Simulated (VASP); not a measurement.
# BF: single point with PBE

Crystal: BF.

```xyz
2
Lattice="3.2037 0.0000 0.0000 0.0000 1.9449 1.1256 0.0000 -1.9449 1.1256" Properties=species:S:1:pos:R:3 pbc="T T T"
B     0.0000    0.0000    1.4781
F     1.6019    0.0000    1.4781
```

| Property | Result |
| --- | --- |
| Program | VASP 6.6.1 |
| Task | single point |
| Functional | PBE |
| Potentials or basis | VASP PAW PBE potentials, release 64 (B, F) |
| Cutoff | 600 eV |
| k mesh | 5 × 9 × 9 |
| Occupations | gaussian, width 0.2 eV |
| Spin | no spin polarisation |

- Pressure: -0.2 GPa
- Band gap on the k mesh: zero (band 5 reaches 6.87 eV, above the bottom of band 6 at 4.68 eV)

Stress tensor (GPa, compression positive):
```
 0.29  0.00  0.00
 0.00 -0.13  0.00
 0.00  0.00 -0.68
```

Levels at points of the mesh, in eV from the Fermi level:
```tsv
k point	band 3	band 4	band 5	band 6	band 7	band 8
(0.00, 0.00, 0.00)	-8.17	-3.08	-3.06	10.45	11.93	11.97
```

Run time: 18 s on 1 thread of Intel Xeon 8259CL, on a shared host, peak memory 0.13 GiB.

Caveat: the k points lie up to 0.39 Å⁻¹ apart.
